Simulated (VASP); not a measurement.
# BN in VASP: a series of runs

BN is run at these levels: HSE06; tasks: single point.

Program: VASP 6.6.1. These are calculated values, not measurements. Logs are shortened: lines on timing, memory, paths and dates and some standing lists are left out, and cuts for length are marked.

## (1) The cell of the first run

Symmetry: P2_1, No. 4, monoclinic system. Conventional cell: a = 2.511 Å, b = 4.208 Å, c = 2.544 Å, α = 90.00°, β = 118.71°, γ = 90.00°. B (site symmetry 1) has 4 N at 1.55 to 1.58 Å within 2.1 Å. N (site symmetry 1) has 4 B at 1.55 to 1.58 Å within 2.1 Å.

## (2) Single point, HSE06 (shear xy strain -3.0%)

The input, POSCAR:

```
BN
1.0
    2.5439500013     -0.0381592500      0.0000000000
   -1.3050218806      2.2222049521      0.0000000000
    0.0000000000      0.0000000000      4.2078153363
B N
2 2
Direct
    0.3327892980      0.6667814970      0.0002324653
    0.6672107020      0.3332185030      0.5002324653
    0.3356412001      0.6668678577      0.3747675347
    0.6643587999      0.3331321423      0.8747675347
```

The input, INCAR.step1:

```
SYSTEM = BN
  ALGO = Normal
  EDIFF = 1E-5
  ENCUT = 520
  GGA = PE
  ISIF = 2
  ISMEAR = 0
  KPAR = 4
  LASPH = .True.
  LCHARG = .False.
  LREAL = .False.
  LWAVE = .True.
  NBANDS = 16
  NELM = 80
  PREC = Accurate
  SIGMA = 0.01
```

The input, INCAR.step2:

```
SYSTEM = BN
  ALGO = Normal
  EDIFF = 1E-6
  ENCUT = 520
  GGA = PE
  HFSCREEN = 0.2079
  ISIF = 2
  ISMEAR = 0
  ISTART = 1
  KPAR = 4
  LASPH = .True.
  LCHARG = .False.
  LHFCALC = .True.
  LREAL = .False.
  LWAVE = .False.
  NBANDS = 16
  NELM = 80
  PREC = Accurate
  PRECFOCK = Normal
  SIGMA = 0.01
```

The input, KPOINTS:

```
k-points
0
Gamma
  9 9 4
  0 0 0
```

Potentials or basis: VASP PAW PBE potentials, release 64 (B, N).

Run with:

```sh
$ cat potpaw_PBE.64/B/POTCAR potpaw_PBE.64/N/POTCAR > POTCAR
$ cp INCAR.step1 INCAR
$ mpirun -np 4 vasp_std > vasp.out
$ cp INCAR.step2 INCAR
$ mpirun -np 4 vasp_std > vasp.out
```

OUTCAR:

```text
SYSTEM = BN
   EDIFF = 1E-6
   ENCUT = 520
   GGA = PE
   HFSCREEN = 0.2079
   ISIF = 2
   ISMEAR = 0
   ISTART = 1
   LASPH = .True.
   LHFCALC = .True.
   LREAL = .False.
   NELM = 80
   PREC = Accurate
   PRECFOCK = Normal

 ion  position               nearest neighbor table
   1  0.333  0.667  0.000-   4 1.55   4 1.56   4 1.58   3 1.58
   2  0.667  0.333  0.500-   3 1.55   3 1.56   3 1.58   4 1.58
   3  0.336  0.667  0.375-   2 1.55   2 1.56   2 1.58   1 1.58
   4  0.664  0.333  0.875-   1 1.55   1 1.56   1 1.58   2 1.58

  LATTYP: Found a simple monoclinic cell.
 ALAT       =     2.5109756106
 B/A-ratio  =     1.6757690989
 C/A-ratio  =     1.0132460741
 COS(beta)  =    -0.4803040536

  Lattice vectors:

 A1 = (   1.2389281207,   2.1840457021,   0.0000000000)
 A2 = (   0.0000000000,   0.0000000000,  -4.2078153363)
 A3 = (  -2.5439500013,   0.0381592500,   0.0000000000)

Analysis of symmetry for initial positions (statically):
=====================================================================
 Subroutine PRICEL returns:
 Original cell was already a primitive cell.

 Routine SETGRP: Setting up the symmetry group for a
 simple monoclinic supercell.

 Subroutine GETGRP returns: Found  2 space group operations
 (whereof  1 operations were pure point group operations)
 out of a pool of  4 trial point group operations.

The static configuration has the point symmetry C_1 .
 The point group associated with its full space group is C_2 .

Analysis of symmetry for dynamics (positions and initial velocities):
=====================================================================
 Subroutine PRICEL returns:
 Original cell was already a primitive cell.

 Routine SETGRP: Setting up the symmetry group for a
 simple monoclinic supercell.

 Subroutine GETGRP returns: Found  2 space group operations
 (whereof  1 operations were pure point group operations)
 out of a pool of  4 trial point group operations.

The dynamic configuration has the point symmetry C_1 .
 The point group associated with its full space group is C_2 .

 Subroutine INISYM returns: Found  2 space group operations
 (whereof  1 operations are pure point group operations),
 and found     1 'primitive' translations

----------------------------------------------------------------------------------------

                                     Primitive cell

[... 103 lines left out ...]
   TEBEG  =    0.0;   TEEND  =   0.0 temperature during run
   PSTRESS=    0.0 pullay stress
   NELECT =      16.0000    total number of electrons
   NUPDOWN=      -1.0000    fix difference up-down
   EMIN   =  10.00;   EMAX   =-10.00  energy-range for DOS
   EFERMI =   0.00;   METHOD = LEGACY
   ISMEAR =     0;   SIGMA  =   0.01  broadening in eV -4-tet -1-fermi 0-gaus
   EFERMI_NEDOS =   21; number of points for ismear=-14 and -15
   IALGO  =     38    algorithm
   IMIX   =      1    mixing-type and parameters
     AMIX     =   0.40;   BMIX     =  1.00
     AMIX_MAG =   1.60;   BMIX_MAG =  1.00
  volume/ion in A,a.u.               =       5.89        39.78
  Fermi-wavevector in a.u.,A,eV,Ry     =   1.438619  2.718597 28.158969  2.069626
  Thomas-Fermi vector in A             =   2.557566
   LORBIT       =      0    0 simple, 1 ext, 2 COOP (PROOUT), +10 PAW based schemes
   GGA     = PE    functional components
   LHFCALC =     T    Hartree Fock is set to
   PRECFOCK=normal    Normal, Fast or Accurate (Low or Medium for compatibility)
   ENCUT4O =  -1.0   cutoff for four orbital integrals eV
   NKREDX  =     1    reduce k-point grid by
   NKREDY  =     1    reduce k-point grid by
   NKREDZ  =     1    reduce k-point grid by
   AEXX    =    0.2500 exact exchange contribution
   HFSCREEN=    0.2079 screening length (either q_TF or 0.3 A-1)
   HFSCREENC=   0.2079 screening length for correlation (either q_TF or 0.3 A-1)
   ENCUTFOCK=  -1.0 apply spherical cutoff to Coloumb kernel
   IVDW    =     0    specifies the selected vdW correction
   LEPSILON=     F    determine dielectric tensor
   LRPA    =     F    only Hartree local field effects (RPA)
 non-spin polarized calculation
 Gauss-broadening in eV      SIGMA  =   0.01
  energy-cutoff  :      520.00
  volume of cell :       23.58
 maximum number of plane-waves:       648
  NGX = 16; NGY = 16; NGZ = 24

 number of electron      15.9999998 magnetization

 Free energy of the ion-electron system (eV)
  ---------------------------------------------------
  ext. energy  EPLUGINS =         0.00000000
  ---------------------------------------------------
  free energy    TOTEN  =       -40.55326299 eV

  energy without entropy =      -40.55326299  energy(sigma->0) =      -40.55326299

 E-fermi :   6.9342     XC(G=0): -10.4878

 val. band max:        6.8444479946   @ k =   0.0000   0.0000   0.0000
 cond. band min:      13.2464568576   @ k =   0.3333   0.3333   0.0000
 fundamental gap:      6.4020088630
 Fermi energy:         6.9341654203

 k-point     1 :       0.0000    0.0000    0.0000
  band No.  band energies     occupation
      1     -15.5803      2.00000
      2     -11.1196      2.00000
      3      -5.1529      2.00000
      4       4.2985      2.00000
      5       4.5701      2.00000
      6       6.4682      2.00000
[... 433 lines left out ...]
      3      -2.6892      2.00000
      4      -2.2216      2.00000
      5       0.6813      2.00000
      6       1.9258      2.00000
[... 8 lines left out ...]
     15      24.8937      0.00000
     16      25.4186      0.00000

 [... further k-points ...]

------------------------ aborting loop because EDIFF is reached ----------------------------------------

  FORCE on cell =-STRESS in cart. coord.  units (eV):
  Direction    XX          YY          ZZ          XY          YZ          ZX
  --------------------------------------------------------------------------------------
  -------------------------------------------------------------------------------------
  Total       -0.5283960     -0.4663387     -0.6474469      1.8685455      0.0000000      0.0000000
  in kB      -35.9057012    -31.6887653    -43.9954727    126.9718779      0.0000000      0.0000000
  external PRESSURE =     -37.1966464 kB  Pullay stress =       0.0000000 kB

 VOLUME and BASIS-vectors are now :
 -----------------------------------------------------------------------------
  energy-cutoff  :      520.00
  volume of cell :       23.58
      direct lattice vectors                 reciprocal lattice vectors
     2.543950001 -0.038159250  0.000000000     0.396582973  0.232899066  0.000000000
    -1.305021881  2.222204952  0.000000000     0.006810042  0.454002792  0.000000000
     0.000000000  0.000000000  4.207815336     0.000000000  0.000000000  0.237653015

 POSITION                                       TOTAL-FORCE (eV/Angst)
 -----------------------------------------------------------------------------------
     -0.02357      1.46903      0.00098         0.017593     -0.000826     -0.008215
      1.26249      0.71502      2.10489        -0.017593      0.000826     -0.008215
     -0.01642      1.46911      1.57695         0.014726     -0.000748      0.008215
      1.25535      0.71494      3.68086        -0.014726      0.000748      0.008215
 -----------------------------------------------------------------------------------
    total drift:                               -0.000000     -0.000000     -0.000068

  FREE ENERGIE OF THE ION-ELECTRON SYSTEM (eV)
  ---------------------------------------------------
  free  energy   TOTEN  =       -40.5532629859 eV

  energy  without entropy=      -40.5532629859  energy(sigma->0) =      -40.55326299
```

OSZICAR.step1:

```text
N       E                     dE             d eps       ncg     rms          rms(c)
DAV:   1     0.377977313757E+02    0.37798E+02   -0.83313E+03  3936   0.974E+02
DAV:   2    -0.345071639398E+02   -0.72305E+02   -0.67996E+02  5616   0.230E+02
DAV:   3    -0.367501968005E+02   -0.22430E+01   -0.22389E+01  4560   0.371E+01
DAV:   4    -0.367555096903E+02   -0.53129E-02   -0.53125E-02  4688   0.206E+00
DAV:   5    -0.367555245719E+02   -0.14882E-04   -0.14882E-04  4456   0.993E-02    0.952E+00
DAV:   6    -0.349676658146E+02    0.17879E+01   -0.22386E+00  5008   0.136E+01    0.453E+00
DAV:   7    -0.348291120381E+02    0.13855E+00   -0.32529E-01  4992   0.459E+00    0.276E+00
DAV:   8    -0.348013447188E+02    0.27767E-01   -0.53722E-02  4760   0.189E+00    0.260E-01
DAV:   9    -0.348001184293E+02    0.12263E-02   -0.19754E-03  4640   0.528E-01    0.136E-01
DAV:  10    -0.348003916004E+02   -0.27317E-03   -0.48577E-04  4760   0.173E-01    0.257E-02
DAV:  11    -0.348003988188E+02   -0.72185E-05   -0.31815E-05  4840   0.547E-02
   1 F= -.34800399E+02 E0= -.34800399E+02  d E =-.270888E-21
```

Run time: 17 min. Hardware: 4 MPI ranks of Intel Xeon 6975P-C (Granite Rapids), shared host; peak memory 0.27 GiB.

Results:

| Property | Result |
| --- | --- |
| Free energy | -40.5533 eV |
| Pressure | -3.7 GPa |
| Largest force | 0.019 eV/Å |
| Band gap on the k mesh | 6.40 eV (least direct gap 9.61 eV) |

Forces on the atoms (eV/Å):
```
B    0.018 -0.001 -0.008
B   -0.018  0.001 -0.008
N    0.015 -0.001  0.008
N   -0.015  0.001  0.008
```

Caveat: the cell differs from its parent crystal (shear xy strain -3.0%); the cell stands under tension; the structure was generated, so it needn't be the stable form of BN; the PAW data sets were made with another functional, which shifts forces and pressure a little. A k mesh can miss the band edges.

[end of part 1 of 2]
